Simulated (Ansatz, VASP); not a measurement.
## AlCo: VASP beside Ansatz

```
Al Co
1.0
     2.93218    0.00000    0.00000
     0.00000    2.93218    0.00000
     0.00000    0.00000    2.70663
Al Co
1 1
Direct
  0.00000 0.00000 0.00000
  0.50000 0.50000 0.50000
```

Change from the starting cell: strain +0.040 along x and y, -0.040 along z, atoms carried along.

Alike in both runs: task single point; functional PBEsol; k mesh 16 × 16 × 16; occupations gaussian, width 0.15 eV; no spin polarisation.

|  | VASP | Ansatz |
| --- | --- | --- |
| version | VASP 6.6.1 | Ansatz 0.2.0 |
| potentials or method | VASP PAW PBE potentials, release 64 (Al, Co), cutoff 520 eV | scalar-relativistic, plane waves, PAW |
| valence electrons in the cell | 12 | 20 |

|  | VASP | Ansatz | Ansatz less VASP |
| --- | --- | --- | --- |
| gap on the k mesh at the Fermi level (eV) | none | none | - |
| pressure (GPa) | -5.1 | -5.2 | -0.08 |
| traceless stress, the component that is largest in VASP (GPa) | 10.87 | 10.84 | -0.026 |

VASP's potentials were made for PBE, not for PBEsol. A gap of «none» marks a metal or a gap that the smearing closes. VASP's potentials hold 12 valence electrons a cell and Ansatz's 20, so a difference there can come from the potentials and not from the codes.
